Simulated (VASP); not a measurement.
The system is Hf3Si2F.

```
CELL_PARAMETERS angstrom
4.47044 0.00000 0.00000
-2.23522 3.87151 0.00000
0.00000 0.00000 6.00093
ATOMIC_POSITIONS crystal
Hf 0.50000 0.00000 0.50000
Hf 0.00000 0.50000 0.50000
Hf 0.50000 0.50000 0.50000
Si 0.00000 0.00000 0.33118
Si 0.00000 0.00000 0.66882
F 0.00000 0.00000 0.00000
```

| Quantity | Value |
| --- | --- |
| Program | VASP 6.6.1 |
| Task | relaxation of cell and atoms |
| Functional | PBE |
| Potentials or basis | VASP PAW PBE potentials, release 64 (Hf_pv, Si, F) |
| Cutoff | 600 eV |
| k mesh | 6 × 6 × 4 |
| Occupations | gaussian, width 0.1 eV |
| Spin | no spin polarisation |

At the start: pressure 85.9 GPa; volume 17.31 Å³/atom.

Question: Where does the relaxation end?

Answer: Over 11 steps the energy falls by 2288.5 meV/atom and the volume is 26.20 Å³/atom (+51.4 %); space group P6/mmm (No. 191, to 0.05 Å).

Step by step:
| step | energy change (eV) | largest force (eV/Å) | pressure (GPa) | volume (Å³) |
| --- | --- | --- | --- | --- |
| 1 | 0.0000 | 12.2298 | 85.90 | 103.86 |
| 2 | 0.9653 | 5.6606 | -13.20 | 306.47 |
| 3 | -13.2392 | 2.0294 | -4.84 | 172.00 |
| 4 | -13.4926 | 1.6353 | -2.78 | 165.10 |
| 5 | -13.6092 | 1.0415 | 0.71 | 156.53 |
| 6 | -13.6088 | 1.1317 | 0.15 | 157.72 |
| 7 | -13.7121 | 0.4666 | -0.67 | 159.00 |
| 8 | -13.7235 | 0.1109 | -0.96 | 159.56 |
| 9 | -13.7286 | 0.1717 | 0.45 | 156.25 |
| 10 | -13.7308 | 0.0680 | -0.07 | 157.41 |
| 11 | -13.7311 | 0.0084 | -0.01 | 157.22 |

Final structure:
```
Hf Si F
1.0
     5.40816    0.00000    0.00000
    -2.70408    4.68361    0.00000
     0.00000    0.00000    6.20691
Hf Si F
3 2 1
Direct
  0.50000 0.00000 0.50000
  0.00000 0.50000 0.50000
  0.50000 0.50000 0.50000
  0.00000 0.00000 0.29977
  0.00000 0.00000 0.70023
  0.00000 0.00000 0.00000
```

Caveat: the volume moved by over 15 % at a fixed basis, so the end points are rough; an odd number of electrons without spin polarisation forces a metal; a magnetic or distorted state may lie lower.
